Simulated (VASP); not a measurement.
# Ta3Au (Pm-3n) in VASP: relaxation of cell and atoms with LDA

Aim: the relaxation of cell and atoms of Ta3Au with LDA.

Program: VASP 6.6.1. These are calculated values, not measurements. Logs are shortened: lines on timing, memory, paths and dates and some standing lists are left out, and cuts for length are marked.

### 1 The cell of the first run

It takes space group Pm-3n (No. 223, cubic). The conventional cell has a = 5.220 Å, b = 5.220 Å, c = 5.220 Å, α = 90.00°, β = 90.00°, γ = 90.00°. Within 3.4 Å of Ta (site symmetry -4m2) lie 10 Ta at 2.61 to 3.20 Å and 4 Au at 2.92 Å. Within 3.8 Å of Au (site symmetry m-3) lie 12 Ta at 2.92 Å.

### 2 Relaxation of cell and atoms, LDA

Contents of INCAR:

```
SYSTEM = Ta3Au
ALGO = Fast
EDIFF = 1E-7
EDIFFG = -0.05
ENCUT = 600
GGA = CA
IBRION = 2
ISIF = 3
ISMEAR = 0
LASPH = .TRUE.
LCHARG = .FALSE.
LREAL = .FALSE.
LWAVE = .FALSE.
NELM = 100
NSW = 100
PREC = Accurate
SIGMA = 0.1
```

Contents of KPOINTS:

```
k-points
0
G
  4 4 4
  0 0 0
```

Contents of POSCAR:

```
Ta3Au
1.0
    5.2200000000      0.0000000000      0.0000000000
    0.0000000000      5.2200000000      0.0000000000
    0.0000000000      0.0000000000      5.2200000000
Ta Au
6 2
Direct
    0.2500000000      0.0000000000      0.5000000000
    0.5000000000      0.7500000000      0.0000000000
    0.7500000000      0.0000000000      0.5000000000
    0.5000000000      0.2500000000      0.0000000000
    0.0000000000      0.5000000000      0.7500000000
    0.0000000000      0.5000000000      0.2500000000
    0.0000000000      0.0000000000      0.0000000000
    0.5000000000      0.5000000000      0.5000000000
```

Potentials or basis: VASP PAW LDA potentials, release 64 (Ta_pv, Au).

The run is started by

```console
cat potpaw_LDA.64/Ta_pv/POTCAR potpaw_LDA.64/Au/POTCAR > POTCAR
mpirun -np 1 vasp_std > vasp.out
```

OUTCAR:

```text
SYSTEM = Ta3Au
   EDIFF = 1E-7
   EDIFFG = -0.05
   ENCUT = 600
   GGA = CA
   IBRION = 2
   ISIF = 3
   ISMEAR = 0
   LASPH = .TRUE.
   LREAL = .FALSE.
   NELM = 100
   NSW = 100
   PREC = Accurate

 ion  position               nearest neighbor table
   1  0.250  0.000  0.500-   3 2.61   3 2.61   8 2.92   7 2.92   8 2.92   7 2.92   4 3.20   2 3.20
                             4 3.20   2 3.20   5 3.20   6 3.20   6 3.20   5 3.20
   2  0.500  0.750  0.000-   4 2.61   4 2.61   8 2.92   8 2.92   7 2.92   7 2.92   3 3.20   3 3.20
                             1 3.20   1 3.20   6 3.20   5 3.20   6 3.20   5 3.20
   3  0.750  0.000  0.500-   1 2.61   1 2.61   8 2.92   7 2.92   8 2.92   7 2.92   4 3.20   2 3.20
                             4 3.20   2 3.20   5 3.20   6 3.20   6 3.20   5 3.20
   4  0.500  0.250  0.000-   2 2.61   2 2.61   8 2.92   8 2.92   7 2.92   7 2.92   3 3.20   1 3.20
                             3 3.20   1 3.20   6 3.20   5 3.20   6 3.20   5 3.20
   5  0.000  0.500  0.750-   6 2.61   6 2.61   8 2.92   7 2.92   7 2.92   8 2.92   3 3.20   4 3.20
                             1 3.20   3 3.20   1 3.20   2 3.20   4 3.20   2 3.20
   6  0.000  0.500  0.250-   5 2.61   5 2.61   8 2.92   7 2.92   7 2.92   8 2.92   3 3.20   4 3.20
                             1 3.20   3 3.20   1 3.20   2 3.20   4 3.20   2 3.20
   7  0.000  0.000  0.000-   1 2.92   2 2.92   3 2.92   4 2.92   5 2.92   6 2.92   1 2.92   3 2.92
                             5 2.92   6 2.92   2 2.92   4 2.92
   8  0.500  0.500  0.500-   1 2.92   2 2.92   3 2.92   4 2.92   5 2.92   6 2.92   2 2.92   4 2.92
                             1 2.92   3 2.92   5 2.92   6 2.92

  LATTYP: Found a simple cubic cell.
 ALAT       =     5.2200000000

  Lattice vectors:

 A1 = (   5.2200000000,   0.0000000000,   0.0000000000)
 A2 = (   0.0000000000,   5.2200000000,   0.0000000000)
 A3 = (   0.0000000000,   0.0000000000,   5.2200000000)

Analysis of symmetry for initial positions (statically):
=====================================================================
 Subroutine PRICEL returns:
 Original cell was already a primitive cell.

 Routine SETGRP: Setting up the symmetry group for a
 simple cubic supercell.

 Subroutine GETGRP returns: Found 48 space group operations
 (whereof 24 operations were pure point group operations)
 out of a pool of 48 trial point group operations.

The static configuration has the point symmetry T_h .
 The point group associated with its full space group is O_h .

Analysis of symmetry for dynamics (positions and initial velocities):
=====================================================================
 Subroutine PRICEL returns:
 Original cell was already a primitive cell.

 Routine SETGRP: Setting up the symmetry group for a
 simple cubic supercell.

 Subroutine GETGRP returns: Found 48 space group operations
 (whereof 24 operations were pure point group operations)
 out of a pool of 48 trial point group operations.

The dynamic configuration has the point symmetry T_h .
 The point group associated with its full space group is O_h .

 Subroutine INISYM returns: Found 48 space group operations
 (whereof 24 operations are pure point group operations),
 and found     1 'primitive' translations

----------------------------------------------------------------------------------------

                                     Primitive cell

  volume of cell :     142.2366

  direct lattice vectors                    reciprocal lattice vectors
     5.220000000  0.000000000  0.000000000     0.191570881  0.000000000  0.000000000
     0.000000000  5.220000000  0.000000000     0.000000000  0.191570881  0.000000000
     0.000000000  0.000000000  5.220000000     0.000000000  0.000000000  0.191570881

  length of vectors
     5.220000000  5.220000000  5.220000000     0.191570881  0.191570881  0.191570881

  position of ions in fractional coordinates (direct lattice)
     0.250000000  0.000000000  0.500000000
     0.500000000  0.750000000  0.000000000
     0.750000000  0.000000000  0.500000000
     0.500000000  0.250000000  0.000000000
     0.000000000  0.500000000  0.750000000
     0.000000000  0.500000000  0.250000000
     0.000000000  0.000000000  0.000000000
     0.500000000  0.500000000  0.500000000

  ion indices of the primitive-cell ions
   primitive index   ion index
                 1           1
                 2           2
                 3           3
                 4           4
                 5           5
                 6           6
                 7           7
                 8           8

----------------------------------------------------------------------------------------

 KPOINTS: k-points

Automatic generation of k-mesh.
 Grid dimensions read from file:
 generate k-points for:    4    4    4

 Generating k-lattice:

  Cartesian coordinates                     Fractional coordinates (reciprocal lattice)
     0.047892720  0.000000000  0.000000000     0.250000000  0.000000000  0.000000000
     0.000000000  0.047892720  0.000000000     0.000000000  0.250000000  0.000000000
     0.000000000  0.000000000  0.047892720     0.000000000  0.000000000  0.250000000

  Length of vectors
     0.047892720  0.047892720  0.047892720

  Shift w.r.t. Gamma in fractional coordinates (k-lattice)
     0.000000000  0.000000000  0.000000000

 Subroutine IBZKPT returns following result:
 ===========================================

 Found     10 irreducible k-points:

 Following reciprocal coordinates:
            Coordinates               Weight
  0.000000  0.000000  0.000000      1.000000
  0.250000  0.000000  0.000000      6.000000
  0.500000  0.000000  0.000000      3.000000
  0.250000  0.250000  0.000000     12.000000
  0.500000  0.250000  0.000000     12.000000
  0.500000  0.500000  0.000000      3.000000
  0.250000  0.250000  0.250000      8.000000
  0.500000  0.250000  0.250000     12.000000
  0.500000  0.500000  0.250000      6.000000
  0.500000  0.500000  0.500000      1.000000
   k-points           NKPTS =     10   k-points in BZ     NKDIM =     10   number of bands    NBANDS=     52
   number of dos      NEDOS =    301   number of ions     NIONS =      8
   total plane-waves  NPLWV =  74088
   dimension x,y,z NGX =    42 NGY =   42 NGZ =   42
   dimension x,y,z NGXF=    84 NGYF=   84 NGZF=   84
   ions per type =               6   2
   NGX,Y,Z   is equivalent  to a cutoff of  13.38, 13.38, 13.38 a.u.
   NGXF,Y,Z  is equivalent  to a cutoff of  26.75, 26.75, 26.75 a.u.
 SYSTEM =  Ta3Au
   PREC   = accura    normal or accurate (medium, high low for compatibility)
   ISTART =      0    job   : 0-new  1-cont  2-samecut
   ICHARG =      2    charge: 1-file 2-atom 10-const
   ISPIN  =      1    spin polarized calculation?
   LNONCOLLINEAR =      F non collinear calculations
   LSORBIT =      F    spin-orbit coupling
   LASPH  =      T    aspherical Exc in radial PAW
   ENCUT  =  600.0 eV  44.10 Ry    6.64 a.u.  10.43 10.43 10.43*2*pi/ulx,y,z
   NELM   =    100;   NELMIN=  2; NELMDL= -5     # of ELM steps
   EDIFF  = 0.1E-06   stopping-criterion for ELM
   LREAL  =      F    real-space projection
   EDIFFG = -.5E-01   stopping-criterion for IOM
   NSW    =    100    number of steps for IOM
   IBRION =      2    ionic relax: 0-MD 1-quasi-New 2-CG
   NFREE  =      1    steps in history (QN), initial steepest desc. (CG)
   ISIF   =      3    stress and relaxation
   ISYM   =      2    0-nonsym 1-usesym 2-fastsym
   POTIM  = 0.5000    time-step for ionic-motion
   TEBEG  =    0.0;   TEEND  =   0.0 temperature during run
   PSTRESS=    0.0 pullay stress
   NELECT =      88.0000    total number of electrons
   NUPDOWN=      -1.0000    fix difference up-down
   EMIN   =  10.00;   EMAX   =-10.00  energy-range for DOS
   EFERMI =   0.00;   METHOD = LEGACY
   ISMEAR =     0;   SIGMA  =   0.10  broadening in eV -4-tet -1-fermi 0-gaus
   EFERMI_NEDOS =   21; number of points for ismear=-14 and -15
   IALGO  =     68    algorithm
   IMIX   =      4    mixing-type and parameters
     AMIX     =   0.40;   BMIX     =  1.00
     AMIX_MAG =   1.60;   BMIX_MAG =  1.00
  volume/ion in A,a.u.               =      17.78       119.98
  Fermi-wavevector in a.u.,A,eV,Ry     =   1.394971  2.636113 26.476182  1.945944
  Thomas-Fermi vector in A             =   2.518468
   LORBIT       =      0    0 simple, 1 ext, 2 COOP (PROOUT), +10 PAW based schemes
   GGA     = CA    functional components
   LHFCALC =     F    Hartree Fock is set to
   AEXX    =    0.0000 exact exchange contribution
   IVDW    =     0    specifies the selected vdW correction
   LEPSILON=     F    determine dielectric tensor
   LRPA    =     F    only Hartree local field effects (RPA)
 conjugate gradient relaxation of ions
 non-spin polarized calculation
 RMM-DIIS sequential band-by-band and
 Gauss-broadening in eV      SIGMA  =   0.10
  energy-cutoff  :      600.00
  volume of cell :      142.24
 maximum number of plane-waves:      4780
 NGX is ok and might be reduce to    42
   NGX = 21   NGY = 21   NGZ = 21

--------------------------------------- Ionic step        1  -------------------------------------------

 number of electron      87.9999984 magnetization

 Free energy of the ion-electron system (eV)
  ---------------------------------------------------
  ext. energy  EPLUGINS =         0.00000000
  ---------------------------------------------------
  free energy    TOTEN  =       -86.40078422 eV

  energy without entropy =      -86.33353713  energy(sigma->0) =      -86.36716067

------------------------ aborting loop because EDIFF is reached ----------------------------------------

  FORCE on cell =-STRESS in cart. coord.  units (eV):
  Direction    XX          YY          ZZ          XY          YZ          ZX
  --------------------------------------------------------------------------------------
  -------------------------------------------------------------------------------------
  Total       -8.5768856     -8.5768856     -8.5768856     -0.0000000      0.0000000      0.0000000
  in kB      -96.6114696    -96.6114696    -96.6114696     -0.0000000      0.0000000      0.0000000
  external PRESSURE =     -96.6114696 kB  Pullay stress =       0.0000000 kB

 VOLUME and BASIS-vectors are now :
 -----------------------------------------------------------------------------
  energy-cutoff  :      600.00
  volume of cell :      142.24
      direct lattice vectors                 reciprocal lattice vectors
     5.220000000  0.000000000  0.000000000     0.191570881  0.000000000  0.000000000
     0.000000000  5.220000000  0.000000000     0.000000000  0.191570881  0.000000000
     0.000000000  0.000000000  5.220000000     0.000000000  0.000000000  0.191570881
[... 43 lines left out ...]
 POSITION                                       TOTAL-FORCE (eV/Angst)
 -----------------------------------------------------------------------------------
      1.23750      4.95001      2.47501        -0.000000     -0.000000      0.000000
      2.47501      3.71251      4.95001        -0.000000     -0.000000     -0.000000
      3.71251      0.00000      2.47501         0.000000      0.000000      0.000000
      2.47501      1.23750      0.00000         0.000000      0.000000      0.000000
      4.95001      2.47501      3.71251        -0.000000      0.000000     -0.000000
     -0.00000      2.47501      1.23750        -0.000000      0.000000     -0.000000
      4.95001      4.95001      0.00000         0.000000      0.000000     -0.000000
      2.47501      2.47501      2.47501         0.000000      0.000000     -0.000000
 -----------------------------------------------------------------------------------
    total drift:                                0.000000     -0.000000     -0.000000

  FREE ENERGIE OF THE ION-ELECTRON SYSTEM (eV)
  ---------------------------------------------------
  free  energy   TOTEN  =       -85.2584984536 eV

  energy  without entropy=      -85.2250233063  energy(sigma->0) =      -85.24176088

--------------------------------------- Ionic step        3  -------------------------------------------

 number of electron      88.0000021 magnetization

 Free energy of the ion-electron system (eV)
  ---------------------------------------------------
  ext. energy  EPLUGINS =         0.00000000
  ---------------------------------------------------
  free energy    TOTEN  =       -86.60504211 eV

  energy without entropy =      -86.54496145  energy(sigma->0) =      -86.57500178

 E-fermi :   7.4590     XC(G=0): -13.0817

 val. band max:        7.4538206447   @ k =   0.5000   0.5000   0.0000
 cond. band min:       7.4850694947   @ k =   0.2500   0.2500   0.2500
 fundamental gap:      0.0312488500
 Fermi energy:         7.4590151972

 k-point     1 :       0.0000    0.0000    0.0000
  band No.  band energies     occupation
      1     -27.6884      2.00000
      2     -27.6884      2.00000
      3     -27.5205      2.00000
      4     -26.9357      2.00000
      5     -26.9357      2.00000
      6     -26.9357      2.00000
[... 561 lines left out ...]
 POSITION                                       TOTAL-FORCE (eV/Angst)
 -----------------------------------------------------------------------------------
      1.28556      0.00000      2.57113        -0.000000      0.000000      0.000000
      2.57113      3.85669      0.00000        -0.000000      0.000000      0.000000
      3.85669      0.00000      2.57113         0.000000     -0.000000     -0.000000
      2.57113      1.28556      0.00000        -0.000000     -0.000000     -0.000000
     -0.00000      2.57113      3.85669        -0.000000     -0.000000     -0.000000
     -0.00000      2.57113      1.28556         0.000000      0.000000      0.000000
     -0.00000      0.00000      0.00000         0.000000      0.000000      0.000000
      2.57113      2.57113      2.57113         0.000000      0.000000      0.000000
 -----------------------------------------------------------------------------------
    total drift:                                0.000000     -0.000000     -0.000000

  FREE ENERGIE OF THE ION-ELECTRON SYSTEM (eV)
  ---------------------------------------------------
  free  energy   TOTEN  =       -86.6050421118 eV

  energy  without entropy=      -86.5449614519  energy(sigma->0) =      -86.57500178

 reached required accuracy - stopping structural energy minimisation
```

Wall time 2.4 min (1 thread of Intel Xeon 6975P-C (Granite Rapids), shared host); peak memory 0.26 GiB.

What came out:

```
Free energy                           : -86.6050 eV
Relaxed volume                        : 17.00 Å³/atom
Relaxed cell                          : a = 5.142 Å, b = 5.142 Å, c = 5.142 Å, α = 90.00°, β = 90.00°, γ = 90.00°
Space group after relaxing (to 0.1 Å) : Pm-3n (No. 223)
Energy gained by relaxing             : 25.5 meV/atom
Ionic steps                           : 3
Pressure after relaxing               : -0.4 GPa
Band gap on the k mesh                : zero (bands 44 and 45 overlap by 1.11 eV)
```

Step by step:
| step | energy change (eV) | largest force (eV/Å) | pressure (GPa) | volume (Å³) |
| --- | --- | --- | --- | --- |
| 1 | 0.0000 | 0.0000 | -9.66 | 142.24 |
| 2 | 1.1423 | 0.0000 | 33.21 | 121.29 |
| 3 | -0.2043 | 0.0000 | -0.43 | 135.98 |

Final structure:
```
Ta Au
1.0
     5.14226    0.00000    0.00000
     0.00000    5.14226    0.00000
     0.00000    0.00000    5.14226
Ta Au
6 2
Direct
  0.25000 0.00000 0.50000
  0.50000 0.75000 0.00000
  0.75000 0.00000 0.50000
  0.50000 0.25000 0.00000
  0.00000 0.50000 0.75000
  0.00000 0.50000 0.25000
  0.00000 0.00000 0.00000
  0.50000 0.50000 0.50000
```

Caveat: spin-orbit coupling is left out, which moves the levels of the heavy elements. Zero-point motion and thermal expansion aren't in these numbers.
